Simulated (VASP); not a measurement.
# BN (Cmcm) in VASP: further runs

BN is run at these levels: LDA; tasks: single point, relaxation of the atoms.

Program: VASP 6.6.1. These are calculated values, not measurements. Logs are shortened: lines on timing, memory, paths and dates and some standing lists are left out, and cuts for length are marked.

**1. The cell of the first run**

The structure is orthorhombic, space group Cmcm (No. 63). The conventional cell has a = 2.215 Å, b = 4.310 Å, c = 6.971 Å, α = 90.00°, β = 90.00°, γ = 90.00°. Within 1.8 Å of B (site symmetry m2m) lie 3 N at 1.35 to 1.39 Å. Within 1.8 Å of N (site symmetry m2m) lie 3 B at 1.35 to 1.39 Å.

**2. Single point, LDA (normal strain along x -0.1100, normal strain along z +0.0733)**

INCAR

```
  ALGO = Normal
  EDIFF = 1E-6
  ENCUT = 520
  ISIF = 2
  ISMEAR = 0
  LASPH = T
  LCHARG = F
  LREAL = F
  LWAVE = F
  NBANDS = 16
  NELM = 100
  PREC = Accurate
  SIGMA = 0.05
```

KPOINTS

```
k-points
0
Gamma
  12 12 4
```

POSCAR

```
BN
1.0
    2.2146330265      0.0000000000      0.0000000000
   -1.1073165133      2.1549757989      0.0000000000
    0.0000000000      0.0000000000      6.9713748937
B N
2 2
Direct
    0.3207533508      0.6415067016      0.2500000000
    0.6792466492      0.3584932984      0.7500000000
    0.3570055876      0.7140111751      0.7500000000
    0.6429944124      0.2859888249      0.2500000000
```

Potentials or basis: VASP PAW LDA potentials, release 64 (B, N).

Command:

```sh
cat potpaw_LDA.64/B/POTCAR potpaw_LDA.64/N/POTCAR > POTCAR
mpirun -np 1 vasp_std > vasp.out
```

OUTCAR:

```text
EDIFF = 1E-6
   ENCUT = 520
   ISIF = 2
   ISMEAR = 0
   LASPH = T
   LREAL = F
   NELM = 100
   PREC = Accurate

 ion  position               nearest neighbor table
   1  0.321  0.642  0.250-   4 1.35   4 1.35   4 1.39
   2  0.679  0.358  0.750-   3 1.35   3 1.35   3 1.39
   3  0.357  0.714  0.750-   2 1.35   2 1.35   2 1.39
   4  0.643  0.286  0.250-   1 1.35   1 1.35   1 1.39

  LATTYP: Found a base centered orthorhombic cell.
 ALAT       =     2.2146330265
 B/A-ratio  =     1.9461245029
 C/A-ratio  =     3.1478691098

  Lattice vectors:

 A1 = (   1.1073165133,  -2.1549757989,   0.0000000000)
 A2 = (   1.1073165132,   2.1549757989,   0.0000000000)
 A3 = (   0.0000000000,   0.0000000000,   6.9713748937)

Analysis of symmetry for initial positions (statically):
=====================================================================
 Subroutine PRICEL returns:
 Original cell was already a primitive cell.

 Routine SETGRP: Setting up the symmetry group for a
 base centered orthorhombic supercell.

 Subroutine GETGRP returns: Found  8 space group operations
 (whereof  4 operations were pure point group operations)
 out of a pool of  8 trial point group operations.

The static configuration has the point symmetry C_2h.
 The point group associated with its full space group is D_2h.

Analysis of symmetry for dynamics (positions and initial velocities):
=====================================================================
 Subroutine PRICEL returns:
 Original cell was already a primitive cell.

 Routine SETGRP: Setting up the symmetry group for a
 base centered orthorhombic supercell.

 Subroutine GETGRP returns: Found  8 space group operations
 (whereof  4 operations were pure point group operations)
 out of a pool of  8 trial point group operations.

The dynamic configuration has the point symmetry C_2h.
 The point group associated with its full space group is D_2h.

 Subroutine INISYM returns: Found  8 space group operations
 (whereof  4 operations are pure point group operations),
 and found     1 'primitive' translations

----------------------------------------------------------------------------------------

                                     Primitive cell

  volume of cell :      33.2708

[... 85 lines left out ...]
   ICHARG =      2    charge: 1-file 2-atom 10-const
   ISPIN  =      1    spin polarized calculation?
   LNONCOLLINEAR =      F non collinear calculations
   LSORBIT =      F    spin-orbit coupling
   LASPH  =      T    aspherical Exc in radial PAW
   ENCUT  =  520.0 eV  38.22 Ry    6.18 a.u.   4.12  4.50 12.96*2*pi/ulx,y,z
   NELM   =    100;   NELMIN=  2; NELMDL= -5     # of ELM steps
   EDIFF  = 0.1E-05   stopping-criterion for ELM
   LREAL  =      F    real-space projection
   EDIFFG = 0.1E-04   stopping-criterion for IOM
   NSW    =      0    number of steps for IOM
   IBRION =     -1    ionic relax: 0-MD 1-quasi-New 2-CG
   NFREE  =      0    steps in history (QN), initial steepest desc. (CG)
   ISIF   =      2    stress and relaxation
   ISYM   =      2    0-nonsym 1-usesym 2-fastsym
   POTIM  = 0.5000    time-step for ionic-motion
   TEBEG  =    0.0;   TEEND  =   0.0 temperature during run
   PSTRESS=    0.0 pullay stress
   NELECT =      16.0000    total number of electrons
   NUPDOWN=      -1.0000    fix difference up-down
   EMIN   =  10.00;   EMAX   =-10.00  energy-range for DOS
   EFERMI =   0.00;   METHOD = LEGACY
   ISMEAR =     0;   SIGMA  =   0.05  broadening in eV -4-tet -1-fermi 0-gaus
   EFERMI_NEDOS =   21; number of points for ismear=-14 and -15
   IALGO  =     38    algorithm
   IMIX   =      4    mixing-type and parameters
     AMIX     =   0.40;   BMIX     =  1.00
     AMIX_MAG =   1.60;   BMIX_MAG =  1.00
  volume/ion in A,a.u.               =       8.32        56.13
  Fermi-wavevector in a.u.,A,eV,Ry     =   1.282608  2.423778 22.382718  1.645083
  Thomas-Fermi vector in A             =   2.414910
   LORBIT       =      0    0 simple, 1 ext, 2 COOP (PROOUT), +10 PAW based schemes
   GGA     = CA    functional components
   LHFCALC =     F    Hartree Fock is set to
   AEXX    =    0.0000 exact exchange contribution
   IVDW    =     0    specifies the selected vdW correction
   LEPSILON=     F    determine dielectric tensor
   LRPA    =     F    only Hartree local field effects (RPA)
 non-spin polarized calculation
 Gauss-broadening in eV      SIGMA  =   0.05
  energy-cutoff  :      520.00
  volume of cell :       33.27
 maximum number of plane-waves:       912
   NGX =  9   NGY =  9   NGZ = 25

 number of electron      15.9999997 magnetization

 Free energy of the ion-electron system (eV)
  ---------------------------------------------------
  ext. energy  EPLUGINS =         0.00000000
  ---------------------------------------------------
  free energy    TOTEN  =       -37.07703700 eV

  energy without entropy =      -37.07703700  energy(sigma->0) =      -37.07703700

 E-fermi :   3.1011     XC(G=0): -10.6119

 val. band max:        2.8837083290   @ k =   0.0000   0.0000   0.0000
 cond. band min:       6.4196085382   @ k =   0.0000   0.5000   0.0000
 fundamental gap:      3.5359002092
 Fermi energy:         3.1010865945

 k-point     1 :       0.0000    0.0000    0.0000
  band No.  band energies     occupation
      1     -16.1078      2.00000
      2     -15.9072      2.00000
      3      -4.5203      2.00000
      4      -2.8960      2.00000
      5       0.4145      2.00000
      6       0.4385      2.00000
[... 433 lines left out ...]
      3      -6.5557      2.00000
      4      -6.5074      2.00000
      5      -3.6182      2.00000
      6      -3.5916      2.00000
[... 8 lines left out ...]
     15      17.9482      0.00000
     16      19.7576      0.00000

 [... further k-points ...]
[... 5 lines left out ...]
  --------------------------------------------------------------------------------------
  -------------------------------------------------------------------------------------
  Total       26.1561859      7.0419719     -0.3182841     -0.0000000      0.0000000      0.0000000
  in kB     1259.5702359    339.1113011    -15.3272032     -0.0000000      0.0000000      0.0000000
  external PRESSURE =     527.7847779 kB  Pullay stress =       0.0000000 kB

 VOLUME and BASIS-vectors are now :
 -----------------------------------------------------------------------------
  energy-cutoff  :      520.00
  volume of cell :       33.27
      direct lattice vectors                 reciprocal lattice vectors
     2.214633027  0.000000000  0.000000000     0.451542079  0.232021167  0.000000000
    -1.107316513  2.154975799  0.000000000     0.000000000  0.464042334  0.000000000
     0.000000000  0.000000000  6.971374894     0.000000000  0.000000000  0.143443727

 POSITION                                       TOTAL-FORCE (eV/Angst)
 -----------------------------------------------------------------------------------
     -0.00000      1.38243      1.74284        -0.000000      0.011470      0.000000
      1.10732      0.77254      5.22853         0.000000     -0.011470      0.000000
      0.00000      1.53868      5.22853        -0.000000      0.011447     -0.000000
      1.10732      0.61630      1.74284         0.000000     -0.011447      0.000000
 -----------------------------------------------------------------------------------
    total drift:                                0.000000      0.000000      0.000000

  FREE ENERGIE OF THE ION-ELECTRON SYSTEM (eV)
  ---------------------------------------------------
  free  energy   TOTEN  =       -37.0770370010 eV

  energy  without entropy=      -37.0770370010  energy(sigma->0) =      -37.07703700
```

OSZICAR:

```text
N       E                     dE             d eps       ncg     rms          rms(c)
DAV:   1     0.499416558820E+02    0.49942E+02   -0.82118E+03  4168   0.933E+02
DAV:   2    -0.399845877600E+02   -0.89926E+02   -0.82131E+02  5632   0.223E+02
DAV:   3    -0.429482738924E+02   -0.29637E+01   -0.29525E+01  5264   0.391E+01
DAV:   4    -0.429637584667E+02   -0.15485E-01   -0.15483E-01  5168   0.326E+00
DAV:   5    -0.429639059465E+02   -0.14748E-03   -0.14748E-03  5320   0.291E-01    0.130E+01
DAV:   6    -0.379275127917E+02    0.50364E+01   -0.69901E+00  4856   0.202E+01    0.581E+00
DAV:   7    -0.372327951017E+02    0.69472E+00   -0.91658E-01  5544   0.678E+00    0.336E+00
DAV:   8    -0.370809025972E+02    0.15189E+00   -0.32926E-01  5352   0.407E+00    0.478E-01
DAV:   9    -0.370770052115E+02    0.38974E-02   -0.18466E-02  4416   0.107E+00    0.233E-01
DAV:  10    -0.370770112523E+02   -0.60408E-05   -0.83414E-04  5472   0.235E-01    0.345E-02
DAV:  11    -0.370770331381E+02   -0.21886E-04   -0.46055E-05  4712   0.512E-02    0.265E-02
DAV:  12    -0.370770370346E+02   -0.38964E-05   -0.11444E-05  4824   0.255E-02    0.386E-03
DAV:  13    -0.370770370010E+02    0.33550E-07   -0.69844E-07  3208   0.697E-03
   1 F= -.37077037E+02 E0= -.37077037E+02  d E =-.112620E-11
```

It took 27 s on 1 thread of AMD EPYC 9R45 (Zen 5), shared host; peak memory 0.13 GiB.

Results:

| Item | Value |
| --- | --- |
| Free energy | -37.0770 eV |
| Pressure | 52.8 GPa |
| Largest force | 0.011 eV/Å |
| Band gap on the k mesh | 3.54 eV, indirect (least direct gap 4.11 eV) |

Forces on the atoms (eV/Å):
```
B    0.000  0.011  0.000
B    0.000 -0.011  0.000
N    0.000  0.011  0.000
N    0.000 -0.011  0.000
```

Stress tensor (GPa, compression positive):
```
125.96   0.00   0.00
  0.00  33.91   0.00
  0.00   0.00  -1.53
```

Levels at points of the mesh, in eV from the valence-band top:
```
           k point  band 6  band 7  band 8  band 9  band 10  band 11
(0.00, 0.00, 0.00)   -2.45   -0.01    0.00    4.11     9.29    11.14
(0.50, 0.00, 0.00)   -5.35   -1.37   -0.61    4.57     5.85    10.09
(0.00, 0.50, 0.00)   -2.72   -2.32   -1.66    3.54     4.55    10.82
(0.00, 0.00, 0.50)   -2.46   -0.01   -0.01    6.32     6.32    11.59
(0.50, 0.00, 0.50)   -5.37   -0.99   -0.99    5.08     5.08    10.45
(0.00, 0.50, 0.50)   -2.73   -1.97   -1.97    3.86     3.86    12.49
```

Caveat: the cell differs from its parent crystal (normal strain along x -0.1100, normal strain along z +0.0733).

**3. Relaxation of the atoms, LDA (normal strain along x +0.1100, normal strain along z +0.0000)**

INCAR

```
SYSTEM = BN
ALGO = Normal ; EDIFF = 1E-6
EDIFFG = -0.01 ; ENCUT = 520
IBRION = 2 ; ISIF = 2
ISMEAR = 0 ; LASPH = .TRUE.
LCHARG = .FALSE. ; LREAL = .FALSE.
LWAVE = .FALSE. ; NELM = 80
NSW = 50 ; PREC = Accurate
SIGMA = 0.05
```

KPOINTS

```
k-points
0
G
  12 12 4
  0 0 0
```

POSCAR

```
BN
1.0
    2.7620704039      0.0000000000      0.0000000000
   -1.3810352019      2.1549757989      0.0000000000
    0.0000000000      0.0000000000      6.4952714932
B N
2 2
Direct
    0.3333333333      0.6666666667      0.2500000000
    0.6666666667      0.3333333333      0.7500000000
    0.3333333333      0.6666666667      0.7500000000
    0.6666666667      0.3333333333      0.2500000000
```

Potentials or basis: VASP PAW LDA potentials, release 64 (B, N).

Command:

```sh
cat potpaw_LDA.64/B/POTCAR potpaw_LDA.64/N/POTCAR > POTCAR
mpirun -np 1 vasp_std > vasp.out
```

It took 7.3 min on 1 thread of AMD EPYC 7R43 (Zen 3), shared host; peak memory 0.14 GiB.

The run converged. Its results:

```
Free energy                  : -37.6151 eV
Energy gained by relaxing    : 3.1 meV/atom
Ionic steps                  : 20
Pressure after relaxing      : -29.9 GPa
Largest force after relaxing : 0.003 eV/Å
Band gap on the k mesh       : 3.50 eV, indirect (least direct gap 3.73 eV)
```

Forces on the atoms (eV/Å):
```
B    0.000  0.002  0.000
B    0.000 -0.002  0.000
N    0.000 -0.003  0.000
N    0.000  0.003  0.000
```

Stress tensor (GPa, compression positive):
```
-73.50   0.00   0.00
  0.00 -15.62   0.00
  0.00   0.00  -0.63
```

The path:
| step | energy change (eV) | largest force (eV/Å) | pressure (GPa) |
| --- | --- | --- | --- |
| 1 | 0.0000 | 0.5970 | -29.07 |
| 2 | 0.0376 | 1.1988 | -31.21 |
| 3 | -0.0099 | 0.0143 | -29.91 |
| 4 | -0.0098 | 0.0256 | -29.93 |
| 5 | -0.0099 | 0.0332 | -29.89 |
| 6 | -0.0099 | 0.0320 | -29.89 |
| 7 | -0.0099 | 0.0319 | -29.89 |
| 8 | -0.0100 | 0.0333 | -29.89 |
| 9 | -0.0101 | 0.0346 | -29.88 |
| 10 | -0.0103 | 0.0382 | -29.88 |
| 11 | -0.0107 | 0.0461 | -29.86 |
| 12 | -0.0114 | 0.0620 | -29.84 |
| 13 | -0.0121 | 0.0976 | -29.80 |
| 14 | -0.0122 | 0.0846 | -29.81 |
| 15 | -0.0124 | 0.0491 | -29.86 |
| 16 | -0.0125 | 0.0251 | -29.95 |
| 17 | -0.0125 | 0.0156 | -29.94 |
| 18 | -0.0125 | 0.0175 | -29.94 |
| 19 | -0.0125 | 0.0126 | -29.93 |
| 20 | -0.0125 | 0.0030 | -29.92 |

Final structure:
```
B N
1.0
     2.76207    0.00000    0.00000
    -1.38104    2.15498    0.00000
     0.00000    0.00000    6.49527
B N
2 2
Direct
  0.35017 0.70035 0.25000
  0.64983 0.29965 0.75000
  0.31259 0.62519 0.75000
  0.68741 0.37481 0.25000
```

Levels at points of the mesh, in eV from the valence-band top:
```tsv
k point	band 5	band 6	band 7	band 8	band 9	band 10	band 11	band 12
(0.00, 0.00, 0.00)	-1.98	-1.91	-1.51	-1.45	4.61	8.46	9.29	9.36
(0.50, 0.00, 0.00)	-3.68	-3.59	-1.99	-0.78	3.50	4.93	8.67	9.25
(0.00, 0.50, 0.00)	-5.14	-5.02	-1.21	-0.03	3.71	5.22	6.26	6.35
(0.00, 0.00, 0.50)	-1.94	-1.94	-1.48	-1.48	6.76	6.76	9.40	9.40
(0.50, 0.00, 0.50)	-3.63	-3.63	-1.33	-1.33	3.89	3.89	9.22	9.22
(0.00, 0.50, 0.50)	-5.08	-5.08	-0.59	-0.59	4.22	4.22	6.39	6.39
```

Caveat: the cell differs from its parent crystal (normal strain along x +0.1100, normal strain along z +0.0000). A k mesh can miss the band edges.
